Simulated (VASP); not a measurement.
# Zr3W (Cmcm) in VASP: single point with PBE

Aim: the single point of Zr3W with PBE.

Program: VASP 6.6.1. These are calculated values, not measurements. Logs are shortened: lines on timing, memory, paths and dates and some standing lists are left out, and cuts for length are marked.

## Step 1: The cell of the first run

Symmetry: Cmcm, No. 63, orthorhombic system. The conventional cell has a = 7.297 Å, b = 9.757 Å, c = 4.682 Å, α = 90.00°, β = 90.00°, γ = 90.00°. Within 4.0 Å of Zr (site symmetry m2m) lie 10 Zr at 3.02 to 3.25 Å and 4 W at 3.39 to 3.65 Å. Within 3.8 Å of Zr (site symmetry m) lie 4 W at 2.85 to 3.12 Å and 9 Zr at 3.02 to 3.42 Å. W (site symmetry m2m) has 12 Zr at 2.85 to 3.65 Å and 2 W at 3.50 Å within 3.8 Å.

## Step 2: Single point, PBE

INCAR

```
ALGO = Fast ; EDIFF = 1E-6
ENCUT = 520 ; GGA = PE
ISIF = 2 ; ISMEAR = 0
LASPH = T ; LCHARG = T
LELF = T ; LREAL = F
LVHAR = T ; LWAVE = F
NBANDS = 60 ; NELM = 60
PREC = Accurate ; SIGMA = 0.1
```

KPOINTS

```
k-points
0
Gamma
  6 6 8
```

POSCAR

```
Zr3W
1.0
    3.6487388441     -4.8785824916      0.0000000000
    3.6487388441      4.8785824916      0.0000000000
    0.0000000000      0.0000000000      4.6815281753
Zr W
6 2
Direct
    0.6156201026      0.3843798974      0.7500000000
    0.3843798974      0.6156201026      0.2500000000
    0.0996308803      0.3467795055      0.7500000000
    0.9003691197      0.6532204945      0.2500000000
    0.3467795055      0.0996308803      0.2500000000
    0.6532204945      0.9003691197      0.7500000000
    0.1331274664      0.8668725336      0.7500000000
    0.8668725336      0.1331274664      0.2500000000
```

Potentials or basis: VASP PAW PBE potentials, release 64 (Zr_sv, W_sv).

Command:

```console
$ cat potpaw_PBE.64/Zr_sv/POTCAR potpaw_PBE.64/W_sv/POTCAR > POTCAR
$ mpirun -np 1 vasp_std > vasp.out
```

OUTCAR:

```text
EDIFF = 1E-6
   ENCUT = 520
   GGA = PE
   ISIF = 2
   ISMEAR = 0
   LASPH = T
   LREAL = F
   NELM = 60
   PREC = Accurate

 ion  position               nearest neighbor table
   1  0.616  0.384  0.750-   3 3.02   6 3.02   6 3.09   3 3.09   4 3.09   4 3.09   5 3.09   5 3.09
                             2 3.25   2 3.25   8 3.39   8 3.39   7 3.65   7 3.65
   2  0.384  0.616  0.250-   4 3.02   5 3.02   4 3.09   5 3.09   6 3.09   3 3.09   6 3.09   3 3.09
                             1 3.25   1 3.25   7 3.39   7 3.39   8 3.65   8 3.65
   3  0.100  0.347  0.750-   8 2.85   8 2.85   7 2.99   1 3.02   1 3.09   2 3.09   2 3.09   7 3.12
                             6 3.26   5 3.36   5 3.36   4 3.42   4 3.42
   4  0.900  0.653  0.250-   7 2.85   7 2.85   8 2.99   2 3.02   2 3.09   1 3.09   1 3.09   8 3.12
                             5 3.26   6 3.36   6 3.36   3 3.42   3 3.42
   5  0.347  0.100  0.250-   7 2.85   7 2.85   8 2.99   2 3.02   2 3.09   1 3.09   1 3.09   8 3.12
                             4 3.26   3 3.36   3 3.36   6 3.42   6 3.42
   6  0.653  0.900  0.750-   8 2.85   8 2.85   7 2.99   1 3.02   1 3.09   2 3.09   2 3.09   7 3.12
                             3 3.26   4 3.36   4 3.36   5 3.42   5 3.42
   7  0.133  0.867  0.750-   4 2.85   5 2.85   4 2.85   5 2.85   3 2.99   6 2.99   6 3.12   3 3.12
                             2 3.39   2 3.39   1 3.65   1 3.65
   8  0.867  0.133  0.250-   3 2.85   6 2.85   3 2.85   6 2.85   5 2.99   4 2.99   4 3.12   5 3.12
                             1 3.39   1 3.39   2 3.65   2 3.65

  LATTYP: Found a base centered orthorhombic cell.
 ALAT       =     7.2974776882
 B/A-ratio  =     1.3370599267
 C/A-ratio  =     0.6415268913

  Lattice vectors:

 A1 = (   3.6487388441,  -4.8785824916,   0.0000000000)
 A2 = (   3.6487388441,   4.8785824916,   0.0000000000)
 A3 = (   0.0000000000,   0.0000000000,   4.6815281753)

Analysis of symmetry for initial positions (statically):
=====================================================================
 Subroutine PRICEL returns:
 Original cell was already a primitive cell.

 Routine SETGRP: Setting up the symmetry group for a
 base centered orthorhombic supercell.

 Subroutine GETGRP returns: Found  8 space group operations
 (whereof  4 operations were pure point group operations)
 out of a pool of  8 trial point group operations.

The static configuration has the point symmetry C_2h.
 The point group associated with its full space group is D_2h.

Analysis of symmetry for dynamics (positions and initial velocities):
=====================================================================
 Subroutine PRICEL returns:
 Original cell was already a primitive cell.

 Routine SETGRP: Setting up the symmetry group for a
 base centered orthorhombic supercell.

 Subroutine GETGRP returns: Found  8 space group operations
 (whereof  4 operations were pure point group operations)
 out of a pool of  8 trial point group operations.

The dynamic configuration has the point symmetry C_2h.
 The point group associated with its full space group is D_2h.

 Subroutine INISYM returns: Found  8 space group operations
 (whereof  4 operations are pure point group operations),
 and found     1 'primitive' translations

----------------------------------------------------------------------------------------

                                     Primitive cell

  volume of cell :     166.6687

  direct lattice vectors                    reciprocal lattice vectors
     3.648738844 -4.878582492  0.000000000     0.137033650 -0.102488787  0.000000000
     3.648738844  4.878582492  0.000000000     0.137033650  0.102488787  0.000000000
     0.000000000  0.000000000  4.681528175     0.000000000  0.000000000  0.213605464

  length of vectors
     6.092114763  6.092114763  4.681528175     0.171120345  0.171120345  0.213605464

  position of ions in fractional coordinates (direct lattice)
     0.615620103  0.384379897  0.750000000
     0.384379897  0.615620103  0.250000000
     0.099630880  0.346779506  0.750000000
     0.900369120  0.653220494  0.250000000
     0.346779506  0.099630880  0.250000000
     0.653220494  0.900369120  0.750000000
     0.133127466  0.866872534  0.750000000
     0.866872534  0.133127466  0.250000000

  ion indices of the primitive-cell ions
   primitive index   ion index
                 1           1
                 2           2
                 3           3
                 4           4
                 5           5
                 6           6
                 7           7
                 8           8

----------------------------------------------------------------------------------------

 KPOINTS: k-points

Automatic generation of k-mesh.
 Grid dimensions read from file:
 generate k-points for:    6    6    8

 Generating k-lattice:

  Cartesian coordinates                     Fractional coordinates (reciprocal lattice)
     0.022838942 -0.017081464  0.000000000     0.166666667  0.000000000  0.000000000
     0.022838942  0.017081464  0.000000000     0.000000000  0.166666667  0.000000000
     0.000000000  0.000000000  0.026700683     0.000000000  0.000000000  0.125000000

  Length of vectors
     0.028520058  0.028520058  0.026700683

  Shift w.r.t. Gamma in fractional coordinates (k-lattice)
     0.000000000  0.000000000  0.000000000

 Subroutine IBZKPT returns following result:
 ===========================================

 Found     65 irreducible k-points:

 Following reciprocal coordinates:
            Coordinates               Weight
  0.000000  0.000000  0.000000      1.000000
  0.166667  0.000000  0.000000      4.000000
  0.333333  0.000000  0.000000      4.000000
  0.500000  0.000000  0.000000      2.000000
  0.166667  0.166667  0.000000      2.000000
  0.333333  0.166667  0.000000      4.000000
[... 16 lines left out ...]
  0.333333  0.333333  0.125000      4.000000
  0.500000  0.333333  0.125000      8.000000
 [... further k-points ...]
   k-points           NKPTS =     65   k-points in BZ     NKDIM =     65   number of bands    NBANDS=     60
   number of dos      NEDOS =    301   number of ions     NIONS =      8
   total plane-waves  NPLWV =  82944
   dimension x,y,z NGX =    48 NGY =   48 NGZ =   36
   dimension x,y,z NGXF=    96 NGYF=   96 NGZF=   72
   ions per type =               6   2
   NGX,Y,Z   is equivalent  to a cutoff of  13.10, 13.10, 12.78 a.u.
   NGXF,Y,Z  is equivalent  to a cutoff of  26.20, 26.20, 25.57 a.u.
 SYSTEM =  unknown system
   PREC   = accura    normal or accurate (medium, high low for compatibility)
   ISTART =      0    job   : 0-new  1-cont  2-samecut
   ICHARG =      2    charge: 1-file 2-atom 10-const
   ISPIN  =      1    spin polarized calculation?
   LNONCOLLINEAR =      F non collinear calculations
   LSORBIT =      F    spin-orbit coupling
   LASPH  =      T    aspherical Exc in radial PAW
   ENCUT  =  520.0 eV  38.22 Ry    6.18 a.u.  11.33 11.33  8.70*2*pi/ulx,y,z
   NELM   =     60;   NELMIN=  2; NELMDL= -5     # of ELM steps
   EDIFF  = 0.1E-05   stopping-criterion for ELM
   LREAL  =      F    real-space projection
   EDIFFG = 0.1E-04   stopping-criterion for IOM
   NSW    =      0    number of steps for IOM
   IBRION =     -1    ionic relax: 0-MD 1-quasi-New 2-CG
   NFREE  =      0    steps in history (QN), initial steepest desc. (CG)
   ISIF   =      2    stress and relaxation
   ISYM   =      2    0-nonsym 1-usesym 2-fastsym
   POTIM  = 0.5000    time-step for ionic-motion
   TEBEG  =    0.0;   TEEND  =   0.0 temperature during run
   PSTRESS=    0.0 pullay stress
   NELECT =     100.0000    total number of electrons
   NUPDOWN=      -1.0000    fix difference up-down
   EMIN   =  10.00;   EMAX   =-10.00  energy-range for DOS
   EFERMI =   0.00;   METHOD = LEGACY
   ISMEAR =     0;   SIGMA  =   0.10  broadening in eV -4-tet -1-fermi 0-gaus
   EFERMI_NEDOS =   21; number of points for ismear=-14 and -15
   IALGO  =     68    algorithm
   IMIX   =      4    mixing-type and parameters
     AMIX     =   0.40;   BMIX     =  1.00
     AMIX_MAG =   1.60;   BMIX_MAG =  1.00
  volume/ion in A,a.u.               =      20.83       140.59
  Fermi-wavevector in a.u.,A,eV,Ry     =   1.380777  2.609290 25.940113  1.906545
  Thomas-Fermi vector in A             =   2.505622
   LORBIT       =      0    0 simple, 1 ext, 2 COOP (PROOUT), +10 PAW based schemes
   GGA     = PE    functional components
   LHFCALC =     F    Hartree Fock is set to
   AEXX    =    0.0000 exact exchange contribution
   IVDW    =     0    specifies the selected vdW correction
   LEPSILON=     F    determine dielectric tensor
   LRPA    =     F    only Hartree local field effects (RPA)
 non-spin polarized calculation
 RMM-DIIS sequential band-by-band and
 Gauss-broadening in eV      SIGMA  =   0.10
  energy-cutoff  :      520.00
  volume of cell :      166.67
 maximum number of plane-waves:      4517
 NGX is ok and might be reduce to    48
   NGX = 23   NGY = 23   NGZ = 17

 number of electron     100.0000003 magnetization

 Free energy of the ion-electron system (eV)
  ---------------------------------------------------
  ext. energy  EPLUGINS =         0.00000000
  ---------------------------------------------------
  free energy    TOTEN  =       -75.88486073 eV

  energy without entropy =      -75.82929451  energy(sigma->0) =      -75.85707762

 E-fermi :   9.3210     XC(G=0): -11.7125

 val. band max:        9.3185327043   @ k =   0.5000   0.3333   0.5000
 cond. band min:       9.3247931531   @ k =  -0.3333   0.3333   0.3750
 fundamental gap:      0.0062604488
 Fermi energy:         9.3209863202

 k-point     1 :       0.0000    0.0000    0.0000
  band No.  band energies     occupation
      1     -63.8963      2.00000
      2     -63.8943      2.00000
      3     -39.1536      2.00000
      4     -39.0811      2.00000
      5     -38.7602      2.00000
      6     -38.7518      2.00000
[... 52 lines left out ...]
     59      12.3290      0.00000
     60      12.4729      0.00000

 k-point     2 :       0.1667    0.0000    0.0000
  band No.  band energies     occupation
      1     -63.8963      2.00000
      2     -63.8943      2.00000
      3     -39.1505      2.00000
      4     -39.0821      2.00000
      5     -38.7667      2.00000
      6     -38.7527      2.00000
[... 52 lines left out ...]
     59      12.1773      0.00000
     60      12.3733      0.00000

 k-point     3 :       0.3333    0.0000    0.0000
  band No.  band energies     occupation
      1     -63.8963      2.00000
      2     -63.8943      2.00000
      3     -39.1437      2.00000
      4     -39.0847      2.00000
      5     -38.7761      2.00000
      6     -38.7539      2.00000
[... 1312 lines left out ...]
     59      11.8395      0.00000
     60      12.2403      0.00000

 k-point    24 :       0.5000    0.3333    0.1250
  band No.  band energies     occupation
      1     -63.8962      2.00000
      2     -63.8944      2.00000
      3     -39.1281      2.00000
      4     -39.0900      2.00000
      5     -38.7768      2.00000
      6     -38.7611      2.00000
[... 52 lines left out ...]
     59      11.6240      0.00000
     60      11.8840      0.00000

 [... further k-points ...]

------------------------ aborting loop because EDIFF is reached ----------------------------------------

  FORCE on cell =-STRESS in cart. coord.  units (eV):
  Direction    XX          YY          ZZ          XY          YZ          ZX
  --------------------------------------------------------------------------------------
  -------------------------------------------------------------------------------------
  Total        0.0796879      0.0392019      0.1085949      0.0000000      0.0000000      0.0000000
  in kB        0.7660352      0.3768453      1.0439169      0.0000000      0.0000000      0.0000000
  external PRESSURE =       0.7289325 kB  Pullay stress =       0.0000000 kB

 VOLUME and BASIS-vectors are now :
 -----------------------------------------------------------------------------
  energy-cutoff  :      520.00
  volume of cell :      166.67
      direct lattice vectors                 reciprocal lattice vectors
     3.648738844 -4.878582492  0.000000000     0.137033650 -0.102488787  0.000000000
     3.648738844  4.878582492  0.000000000     0.137033650  0.102488787  0.000000000
     0.000000000  0.000000000  4.681528175     0.000000000  0.000000000  0.213605464

 POSITION                                       TOTAL-FORCE (eV/Angst)
 -----------------------------------------------------------------------------------
      3.64874     -1.12812      3.51115         0.000000      0.000658      0.000000
      3.64874      1.12812      1.17038         0.000000     -0.000658     -0.000000
      1.62883      1.20573      3.51115         0.005551     -0.000598     -0.000000
      5.66864     -1.20573      1.17038        -0.005551      0.000598      0.000000
      1.62883     -1.20573      1.17038         0.005551      0.000598      0.000000
      5.66864      1.20573      3.51115        -0.005551     -0.000598      0.000000
      3.64874      3.57964      3.51115         0.000000     -0.003240     -0.000000
      3.64874     -3.57964      1.17038         0.000000      0.003240     -0.000000
 -----------------------------------------------------------------------------------
    total drift:                                0.000000      0.000000      0.000000

  FREE ENERGIE OF THE ION-ELECTRON SYSTEM (eV)
  ---------------------------------------------------
  free  energy   TOTEN  =       -75.8848607321 eV

  energy  without entropy=      -75.8292945103  energy(sigma->0) =      -75.85707762
```

Wall time 13 min (1 thread of Intel Xeon 6975P-C (Granite Rapids), shared host); peak memory 0.61 GiB.

Results:

```
Free energy            : -75.8849 eV
Pressure               : 0.1 GPa
Largest force          : 0.006 eV/Å
Band gap on the k mesh : zero (bands 50 and 51 overlap by 1.23 eV)
```

Forces in eV/Å, atoms in the order of the input:
```
Zr   0.000  0.001  0.000
Zr   0.000 -0.001  0.000
Zr   0.006 -0.001  0.000
Zr  -0.006  0.001  0.000
Zr   0.006  0.001  0.000
Zr  -0.006 -0.001  0.000
W    0.000 -0.003  0.000
W    0.000  0.003  0.000
```

Caveat: spin-orbit coupling is left out, which moves the levels of the heavy elements.
